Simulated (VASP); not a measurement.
Input of a VASP 6.6.1 run:

The input INCAR:

```
SYSTEM = Mo
ALGO = Fast
EDIFF = 1E-7
ENCUT = 520
GGA = PE
ISIF = 2
ISMEAR = 0
LASPH = .TRUE.
LCHARG = .TRUE.
LELF = .TRUE.
LREAL = .FALSE.
LVHAR = .TRUE.
LWAVE = .FALSE.
NBANDS = 13
NELM = 100
PREC = Accurate
SIGMA = 0.15
```

Contents of KPOINTS:

```
k-points
0
G
  20 20 20
  0 0 0
```

The input POSCAR:

```
Mo
1.0
    0.0000000000      2.0150000000      2.0956000000
    2.0150000000      0.0000000000      2.0956000000
    2.0150000000      2.0150000000      0.0000000000
Mo
1
Direct
    0.0000000000      0.0000000000      0.0000000000
```

Potentials or basis: VASP PAW PBE potentials, release 64 (Mo_sv).

Command:

```sh
$ cat potpaw_PBE.64/Mo_sv/POTCAR > POTCAR
$ mpirun -np 1 vasp_std > vasp.out
```

(1) What does it give for the pressure?

(2) Predict the band gap on the k mesh.

## Answers

(1) -12.2 GPa.

(2) zero (band 7 reaches 14.49 eV, above the bottom of band 8 at 10.39 eV).

Caveat: the cell differs from its parent crystal (strain +0.000 along x and y, +0.040 along z).
